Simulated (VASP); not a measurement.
# CrCo (Fm-3m) in VASP: further runs, part 2 of 2

VASP 6.6.1. Earlier steps stand in the parts before.

## (3) Single point, PBE, collinear spin, ferromagnetic start

The COD entry that gives the cell may itself be a prediction, so a difference from it is no test against experiment.

This run uses another cell than the first one, of 12.41 Å³/atom, 1.385 times its volume.

File INCAR:

```
SYSTEM = CrCo
PREC     = Accurate       ! precision mode
ENCUT    = 520            ! plane-wave cutoff, eV
EDIFF    = 1E-7           ! SCF threshold, eV
ISMEAR   = 0              ! smearing method
SIGMA    = 0.1            ! smearing width, eV
LREAL    = .False.        ! projectors in reciprocal space
LASPH    = .True.         ! aspherical terms in the spheres
NELM     = 150            ! most SCF steps
ALGO     = Normal         ! electronic algorithm
ISIF     = 2              ! what is computed and relaxed
LWAVE    = .False.        ! write WAVECAR
LCHARG   = .False.        ! write CHGCAR
ISPIN    = 2              ! spin polarisation
MAGMOM   = 3 3            ! initial moments
LORBIT   = 11             ! projections on sites
LMAXMIX  = 4              ! l up to which the mixer works
GGA      = PE             ! functional
NBANDS   = 22             ! bands
```

File KPOINTS:

```
Automatic mesh
0
Gamma
  8 8 8
  0 0 0
```

File POSCAR:

```
CrCo
1.0
    0.0000000000      2.3152047985      2.3152047985
    2.3152047985      0.0000000000      2.3152047985
    2.3152047985      2.3152047985      0.0000000000
Cr Co
1 1
Direct
    0.5000000000      0.5000000000      0.5000000000
    0.0000000000      0.0000000000      0.0000000000
```

Potentials or basis: VASP PAW PBE potentials, release 64 (Cr_pv, Co).

Command:

```sh
cat potpaw_PBE.64/Cr_pv/POTCAR potpaw_PBE.64/Co/POTCAR > POTCAR
mpirun -np 1 vasp_std > vasp.out
```

OUTCAR:

```text
SYSTEM = CrCo
   PREC = Accurate
   ENCUT = 520
   EDIFF = 1E-7
   ISMEAR = 0
   LREAL = .False.
   LASPH = .True.
   NELM = 150
   ISIF = 2
   ISPIN = 2
   LORBIT = 11
   GGA = PE

 ion  position               nearest neighbor table
   1  0.500  0.500  0.500-   2 2.32   2 2.32   2 2.32   2 2.32   2 2.32   2 2.32
   2  0.000  0.000  0.000-   1 2.32   1 2.32   1 2.32   1 2.32   1 2.32   1 2.32

  LATTYP: Found a face centered cubic cell.
 ALAT       =     4.6304095970

  Lattice vectors:

 A1 = (   0.0000000000,   2.3152047985,   2.3152047985)
 A2 = (   2.3152047985,   0.0000000000,   2.3152047985)
 A3 = (   2.3152047985,   2.3152047985,   0.0000000000)

Analysis of symmetry for initial positions (statically):
=====================================================================
 Subroutine PRICEL returns:
 Original cell was already a primitive cell.

 Routine SETGRP: Setting up the symmetry group for a
 face centered cubic supercell.

 Subroutine GETGRP returns: Found 48 space group operations
 (whereof 48 operations were pure point group operations)
 out of a pool of 48 trial point group operations.

The static configuration has the point symmetry O_h .

Analysis of symmetry for dynamics (positions and initial velocities):
=====================================================================
 Subroutine PRICEL returns:
 Original cell was already a primitive cell.

 Routine SETGRP: Setting up the symmetry group for a
 face centered cubic supercell.

 Subroutine GETGRP returns: Found 48 space group operations
 (whereof 48 operations were pure point group operations)
 out of a pool of 48 trial point group operations.

The dynamic configuration has the point symmetry O_h .

Analysis of structural, dynamic, and magnetic symmetry:
=====================================================================
 Subroutine PRICEL returns:
 Original cell was already a primitive cell.

 Routine SETGRP: Setting up the symmetry group for a
 face centered cubic supercell.

 Subroutine GETGRP returns: Found 48 space group operations
 (whereof 48 operations were pure point group operations)
 out of a pool of 48 trial point group operations.

The overall configuration has the point symmetry O_h .

 Subroutine INISYM returns: Found 48 space group operations
 (whereof 48 operations are pure point group operations),
 and found     1 'primitive' translations

----------------------------------------------------------------------------------------

                                     Primitive cell

  volume of cell :      24.8198

  direct lattice vectors                    reciprocal lattice vectors
     0.000000000  2.315204798  2.315204798    -0.215963616  0.215963616  0.215963616
     2.315204798  0.000000000  2.315204798     0.215963616 -0.215963616  0.215963616
     2.315204798  2.315204798  0.000000000     0.215963616  0.215963616 -0.215963616

  length of vectors
     3.274194026  3.274194026  3.274194026     0.374059955  0.374059955  0.374059955

  position of ions in fractional coordinates (direct lattice)
     0.500000000  0.500000000  0.500000000
     0.000000000  0.000000000  0.000000000

  ion indices of the primitive-cell ions
   primitive index   ion index
                 1           1
                 2           2
[... 64 lines left out ...]
   ISTART =      0    job   : 0-new  1-cont  2-samecut
   ICHARG =      2    charge: 1-file 2-atom 10-const
   ISPIN  =      2    spin polarized calculation?
   LNONCOLLINEAR =      F non collinear calculations
   LSORBIT =      F    spin-orbit coupling
   LASPH  =      T    aspherical Exc in radial PAW
   ENCUT  =  520.0 eV  38.22 Ry    6.18 a.u.   6.09  6.09  6.09*2*pi/ulx,y,z
   NELM   =    150;   NELMIN=  2; NELMDL= -5     # of ELM steps
   EDIFF  = 0.1E-06   stopping-criterion for ELM
   LREAL  =      F    real-space projection
   EDIFFG = 0.1E-05   stopping-criterion for IOM
   NSW    =      0    number of steps for IOM
   IBRION =     -1    ionic relax: 0-MD 1-quasi-New 2-CG
   NFREE  =      0    steps in history (QN), initial steepest desc. (CG)
   ISIF   =      2    stress and relaxation
   ISYM   =      2    0-nonsym 1-usesym 2-fastsym
   POTIM  = 0.5000    time-step for ionic-motion
   TEBEG  =    0.0;   TEEND  =   0.0 temperature during run
   PSTRESS=    0.0 pullay stress
   NELECT =      21.0000    total number of electrons
   NUPDOWN=      -1.0000    fix difference up-down
   EMIN   =  10.00;   EMAX   =-10.00  energy-range for DOS
   EFERMI =   0.00;   METHOD = LEGACY
   ISMEAR =     0;   SIGMA  =   0.10  broadening in eV -4-tet -1-fermi 0-gaus
   EFERMI_NEDOS =   21; number of points for ismear=-14 and -15
   IALGO  =     38    algorithm
   IMIX   =      4    mixing-type and parameters
     AMIX     =   0.40;   BMIX     =  1.00
     AMIX_MAG =   1.60;   BMIX_MAG =  1.00
  volume/ion in A,a.u.               =      12.41        83.75
  Fermi-wavevector in a.u.,A,eV,Ry     =   1.548395  2.926043 32.620350  2.397528
  Thomas-Fermi vector in A             =   2.653352
   LORBIT       =     11    0 simple, 1 ext, 2 COOP (PROOUT), +10 PAW based schemes
   GGA     = PE    functional components
   LHFCALC =     F    Hartree Fock is set to
   AEXX    =    0.0000 exact exchange contribution
   IVDW    =     0    specifies the selected vdW correction
   LEPSILON=     F    determine dielectric tensor
   LRPA    =     F    only Hartree local field effects (RPA)
 spin polarized calculation
 Gauss-broadening in eV      SIGMA  =   0.10
  energy-cutoff  :      520.00
  volume of cell :       24.82
 maximum number of plane-waves:       692
   NGX = 13   NGY = 13   NGZ = 13

 number of electron      20.9999988 magnetization       0.9017507

 Free energy of the ion-electron system (eV)
  ---------------------------------------------------
  ext. energy  EPLUGINS =         0.00000000
  ---------------------------------------------------
  free energy    TOTEN  =       -14.79360228 eV

  energy without entropy =      -14.77502570  energy(sigma->0) =      -14.78431399

 E-fermi :   9.4913     XC(G=0): -12.8416

 val. band max:        9.4899956273   @ k =  -0.3750   0.3750   0.0000
 cond. band min:       9.4944096015   @ k =   0.5000   0.1250   0.0000
 fundamental gap:      0.0044139743
 Fermi energy:         9.4913409661

 spin component 1

 k-point     1 :       0.0000    0.0000    0.0000
  band No.  band energies     occupation
      1     -34.1994      1.00000
      2     -34.1994      1.00000
      3     -34.1994      1.00000
      4       1.4362      1.00000
      5       5.7455      1.00000
      6       5.7455      1.00000
[... 589 lines left out ...]
     21      30.0325      0.00000
     22      31.1742      0.00000

 [... further k-points ...]

 spin component 2

 k-point     1 :       0.0000    0.0000    0.0000
  band No.  band energies     occupation
      1     -33.1319      1.00000
      2     -33.1319      1.00000
      3     -33.1319      1.00000
      4       1.5568      1.00000
      5       5.9005      1.00000
      6       5.9006      1.00000
[... 589 lines left out ...]
     21      30.1105      0.00000
     22      31.3897      0.00000

 [... further k-points ...]

------------------------ aborting loop because EDIFF is reached ----------------------------------------

  FORCE on cell =-STRESS in cart. coord.  units (eV):
  Direction    XX          YY          ZZ          XY          YZ          ZX
  --------------------------------------------------------------------------------------
  -------------------------------------------------------------------------------------
  Total       -0.0315907     -0.0315907     -0.0315907     -0.0000000      0.0000000      0.0000000
  in kB       -2.0392527     -2.0392527     -2.0392527     -0.0000000      0.0000000      0.0000000
  external PRESSURE =      -2.0392527 kB  Pullay stress =       0.0000000 kB

 VOLUME and BASIS-vectors are now :
 -----------------------------------------------------------------------------
  energy-cutoff  :      520.00
  volume of cell :       24.82
      direct lattice vectors                 reciprocal lattice vectors
     0.000000000  2.315204798  2.315204798    -0.215963616  0.215963616  0.215963616
     2.315204798  0.000000000  2.315204798     0.215963616 -0.215963616  0.215963616
     2.315204798  2.315204798  0.000000000     0.215963616  0.215963616 -0.215963616

 POSITION                                       TOTAL-FORCE (eV/Angst)
 -----------------------------------------------------------------------------------
      2.31520      2.31520      2.31520         0.000000      0.000000      0.000000
      0.00000      0.00000      0.00000        -0.000000     -0.000000     -0.000000
 -----------------------------------------------------------------------------------
    total drift:                                0.000000     -0.000000      0.000000

  FREE ENERGIE OF THE ION-ELECTRON SYSTEM (eV)
  ---------------------------------------------------
  free  energy   TOTEN  =       -14.7936022844 eV

  energy  without entropy=      -14.7750257004  energy(sigma->0) =      -14.78431399

 total charge

# of ion       s       p       d       tot
------------------------------------------
    1        0.399   6.286   4.213  10.899
    2        0.574   0.462   7.425   8.461
--------------------------------------------------
tot          0.973   6.748  11.639  19.360

 magnetization (x)

# of ion       s       p       d       tot
------------------------------------------
    1        0.002   0.004   1.016   1.022
    2       -0.011  -0.002  -0.135  -0.148
--------------------------------------------------
tot         -0.008   0.002   0.880   0.874
```

Run time: 34 s. Hardware: 1 thread of Intel Xeon Platinum 8259CL at 2.50GHz (Skylake/Cascade Lake), shared host; peak memory 0.16 GiB.

What came out:

```
Free energy                                           : -14.7936 eV
Pressure                                              : -0.2 GPa
Net moment                                            : 0.90 μB per cell
Site moments                                          : Cr +1.02; Co -0.15 μB
Valence electrons inside the program's atomic spheres : Cr 10.90; Co 8.46
```

## (4) Relaxation of cell and atoms, PBE, collinear spin, ferromagnetic start

File INCAR:

```
ALGO = Normal
EDIFF = 1E-7
EDIFFG = -0.04
ENCUT = 600
GGA = PE
IBRION = 2
ISIF = 3
ISMEAR = 0
ISPIN = 2
LASPH = True
LCHARG = False
LMAXMIX = 4
LORBIT = 11
LREAL = False
LWAVE = False
MAGMOM = 3 3
NELM = 150
NSW = 90
PREC = Accurate
SIGMA = 0.1
```

File KPOINTS:

```
k-points
0
Gamma
  8 8 8
```

File POSCAR:

```
CrCo
1.0
    0.0000000000      2.0769203200      2.0769203200
    2.0769203200      0.0000000000      2.0769203200
    2.0769203200      2.0769203200      0.0000000000
Cr Co
1 1
Direct
    0.5000000000      0.5000000000      0.5000000000
    0.0000000000      0.0000000000      0.0000000000
```

Command:

```sh
cat potpaw_PBE.64/Cr_pv/POTCAR potpaw_PBE.64/Co/POTCAR > POTCAR
mpirun -np 1 vasp_std > vasp.out
```

Run time: 2.1 min. Hardware: 1 thread of Intel Xeon Platinum 8259CL at 2.50GHz (Skylake/Cascade Lake), shared host; peak memory 0.17 GiB.

Results (log left out):

| Property | Result |
| --- | --- |
| Free energy | -14.7510 eV |
| Relaxed volume | 12.26 Å³/atom |
| Relaxed cell | a = 3.261 Å, b = 3.261 Å, c = 3.261 Å, α = 60.00°, β = 60.00°, γ = 60.00° |
| Space group after relaxing (to 0.05 Å) | Fm-3m (No. 225) |
| Energy gained by relaxing | 954.7 meV/atom |
| Ionic steps | 5 |
| Pressure after relaxing | 0.1 GPa |
| Net moment | 0.00 μB per cell |
| Valence electrons inside the program's atomic spheres | Cr 10.91; Co 8.49 |

Step by step:
| step | energy change (eV) | largest force (eV/Å) | pressure (GPa) | volume (Å³) |
| --- | --- | --- | --- | --- |
| 1 | 0.0000 | 0.0000 | 122.79 | 17.92 |
| 2 | 0.9874 | 0.0000 | -30.93 | 42.27 |
| 3 | -1.8805 | 0.0000 | -7.99 | 25.63 |
| 4 | -1.9058 | 0.0000 | -2.95 | 24.90 |
| 5 | -1.9094 | 0.0000 | 0.06 | 24.51 |

Final structure:
```
Cr Co
1.0
     0.00000    2.30556    2.30556
     2.30556    0.00000    2.30556
     2.30556    2.30556    0.00000
Cr Co
1 1
Direct
  0.50000 0.50000 0.50000
  0.00000 0.00000 0.00000
```

Levels at points of the mesh, in eV from the Fermi level:
Spin up:
| k point | band 7 | band 8 | band 9 | band 10 | band 11 | band 12 | band 13 | band 14 |
| --- | --- | --- | --- | --- | --- | --- | --- | --- |
| (0.00, 0.00, 0.00) | -3.52 | -3.52 | -3.52 | 1.07 | 1.07 | 1.07 | 2.25 | 2.25 |
| (0.50, 0.00, 0.00) | -2.17 | -1.41 | -1.41 | -1.36 | -1.36 | 0.12 | 0.12 | 0.23 |
| (0.50, 0.50, 0.00) | -2.63 | -1.22 | -1.20 | -1.20 | 0.42 | 0.42 | 1.12 | 2.21 |
Spin down:
| k point | band 7 | band 8 | band 9 | band 10 | band 11 | band 12 | band 13 | band 14 |
| --- | --- | --- | --- | --- | --- | --- | --- | --- |
| (0.00, 0.00, 0.00) | -3.52 | -3.52 | -3.52 | 1.07 | 1.07 | 1.07 | 2.25 | 2.25 |
| (0.50, 0.00, 0.00) | -2.17 | -1.41 | -1.41 | -1.36 | -1.36 | 0.12 | 0.12 | 0.23 |
| (0.50, 0.50, 0.00) | -2.63 | -1.22 | -1.20 | -1.20 | 0.42 | 0.42 | 1.12 | 2.21 |

Caveat: the starting moments collapsed, and a magnetic state may lie lower; the volume moved by over 15 % at a fixed basis, so the end points are rough.

## (5) Single point, PBE, collinear spin, ferromagnetic start

This run uses another cell than the first one, of 12.43 Å³/atom, 1.387 times its volume.

File INCAR:

```
ALGO = Normal
EDIFF = 1E-6
ENCUT = 520
GGA = PE
ISIF = 2
ISMEAR = 0
ISPIN = 2
LASPH = T
LCHARG = T
LELF = T
LMAXMIX = 4
LORBIT = 11
LREAL = F
LVHAR = T
LWAVE = F
MAGMOM = 1.03 0
NBANDS = 22
NELM = 150
PREC = Accurate
SIGMA = 0.1
```

File KPOINTS:

```
k-points
0
Gamma
  20 20 20
```

File POSCAR:

```
CrCo
1.0
    0.0000000000      2.3161926986      2.3161926986
    2.3161926986      0.0000000000      2.3161926986
    2.3161926986      2.3161926986      0.0000000000
Cr Co
1 1
Direct
    0.5000000000      0.5000000000      0.5000000000
    0.0000000000      0.0000000000      0.0000000000
```

Command:

```sh
cat potpaw_PBE.64/Cr_pv/POTCAR potpaw_PBE.64/Co/POTCAR > POTCAR
mpirun -np 1 vasp_std > vasp.out
```

Wall time 3.8 min (1 thread of Intel Xeon Platinum 8259CL at 2.50GHz (Skylake/Cascade Lake), shared host); peak memory 0.32 GiB.

Results (log left out):

```
Free energy                                           : -14.7901 eV
Pressure                                              : -0.3 GPa
Net moment                                            : 0.89 μB per cell
Site moments                                          : Cr +1.03; Co -0.17 μB
Valence electrons inside the program's atomic spheres : Cr 10.90; Co 8.46
```

Levels at points of the mesh, in eV from the Fermi level:
Spin up:
```csv
k point,band 8,band 9,band 10,band 11,band 12,band 13,band 14,band 15
"(0.00, 0.00, 0.00)",-3.50,-3.50,0.88,0.88,0.88,2.18,2.18,6.48
"(0.50, 0.00, 0.00)",-1.57,-1.57,-1.20,-1.20,-0.18,-0.18,0.32,1.71
"(0.50, 0.50, 0.00)",-1.18,-1.04,-1.04,0.03,0.03,0.97,2.13,5.52
```
Spin down:
```tsv
k point	band 7	band 8	band 9	band 10	band 11	band 12	band 13	band 14
(0.00, 0.00, 0.00)	-3.23	-3.23	-3.23	1.57	1.57	1.57	2.56	2.56
(0.50, 0.00, 0.00)	-2.14	-1.36	-1.36	-0.88	-0.88	0.23	0.86	0.86
(0.50, 0.50, 0.00)	-2.42	-1.19	-1.19	-1.07	1.24	1.24	1.53	2.54
```

## (6) Overview

| cell | k mesh | gap on the mesh (eV) | pressure (GPa) | moment (μB) |
| --- | --- | --- | --- | --- |
| a = 2.937 Å, angles 60.0°, 2 atoms | 8 × 8 × 8 | none | 122.8 | 0.32 |
| a = 3.274 Å, angles 60.0°, 2 atoms | 8 × 8 × 8 | none | -0.2 | 0.90 |
| a = 3.276 Å, angles 60.0°, 2 atoms | 20 × 20 × 20 | none | -0.3 | 0.89 |

Alike in all rows: task single point; level PBE; potentials or basis VASP PAW PBE potentials, release 64 (Cr_pv, Co); spin collinear, ferromagnetic start; cutoff (eV) 520; smearing gaussian 0.1 eV.

Total energies depend on the potentials used, so only differences within one code and one set of settings carry meaning.
